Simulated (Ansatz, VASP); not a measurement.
One calculation of Ti, two programs

The input INCAR:

```
SYSTEM = Ti
PREC = Accurate
ENCUT = 520
EDIFF = 1E-6
ISMEAR = -1
SIGMA = 0.1
LREAL = .FALSE.
LASPH = .TRUE.
NELM = 80
ALGO = Normal
ISIF = 2
LWAVE = .FALSE.
LCHARG = .TRUE.
GGA = RE
LELF = .TRUE.
LVHAR = .TRUE.
NBANDS = 12
```

KPOINTS

```
regular mesh
0
G
  15 15 15
  0 0 0
```

Contents of POSCAR:

```
Ti
1.0
   -1.6848815864      1.6848815864      1.6848815864
    1.6848815864     -1.6848815864      1.6848815864
    1.6848815864      1.6848815864     -1.6848815864
Ti
1
Direct
    0.0000000000      0.0000000000      0.0000000000
```

Input for Ansatz:

```yaml
crystal:
  lattice:
    - [-1.6848815864, 1.6848815864, 1.6848815864]
    - [1.6848815864, -1.6848815864, 1.6848815864]
    - [1.6848815864, 1.6848815864, -1.6848815864]
  atoms:
    - { symbol: Ti, position: [0.0, 0.0, 0.0] }
hamiltonian:
  xc: revpbe
  pseudopotentials:
    kind: paw
    azcp:
      Ti: "pseudopotentials/Ti.paw.azcp"
basis:
  ecutwfc: 420
  fft_grid_basis: typed
kpoints:
  mp_grid: { grid: [15, 15, 15], shift: [0, 0, 0] }
magnetization:
  spin_polarized: false
scf:
  occupations: { method: fermi_dirac, width: 0.1 }
  lower_state_search: "off"
output:
  stress: true
  write_density: true
  write_potential: true
  elf: true
  volumetric_format: npy
```

Alike in both runs: task single point; functional revPBE; k mesh 15 × 15 × 15; occupations fermi-dirac, width 0.1 eV; no spin polarisation.

|  | VASP | Ansatz |
| --- | --- | --- |
| version | VASP 6.6.1 | Ansatz 0.2.0 |
| potentials or method | VASP PAW PBE potentials, release 64 (Ti_sv), cutoff 520 eV | plane waves (420 eV) with PAW, scalar-relativistic |
| valence electrons in the cell | 12 | 12 |

Ansatz gave:

- pressure (GPa): -6.8

Question: Estimate VASP's values.

Answer: Pressure (GPa): -6.9.

VASP's potentials were made for PBE, not for revPBE.
